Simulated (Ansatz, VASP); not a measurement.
# B in VASP and in Ansatz

```
B
1.0
     2.39686    0.00000    0.00000
    -1.19843    2.07574    0.00000
     0.00000    0.00000    9.25692
B
7
Direct
  0.33333 0.66667 0.78087
  0.66667 0.33333 0.92419
  0.33333 0.66667 0.07581
  0.66667 0.33333 0.21913
  0.33333 0.66667 0.36044
  0.00000 0.00000 0.50000
  0.66667 0.33333 0.63956
```

Alike in both runs: task relaxation of cell and atoms; functional PBE; k mesh 12 × 12 × 2; occupations gaussian, width 0.1 eV; no spin polarisation.

|  | VASP | Ansatz |
| --- | --- | --- |
| version | VASP 6.6.1 | Ansatz 0.2.0 |
| potentials or method | VASP PAW PBE potentials, release 64 (B), cutoff 600 eV | scalar-relativistic, plane waves, PAW |
| valence electrons in the cell | 21 | 21 |

|  | VASP | Ansatz | Ansatz less VASP |
| --- | --- | --- | --- |
| gap on the k mesh at the Fermi level, each at its own relaxed structure (eV) | none | none | - |
| relaxed volume (Å³/atom) | 6.48 | 6.48 | -0.003 |
| relaxed cell length with the largest relative difference (Å) | 9.576 | 9.581 | +0.0055 |

A gap of «none» marks a metal or a gap that the smearing closes.

Noted on VASP's run: too few bands were computed for a metal, which touches its energy and stress.
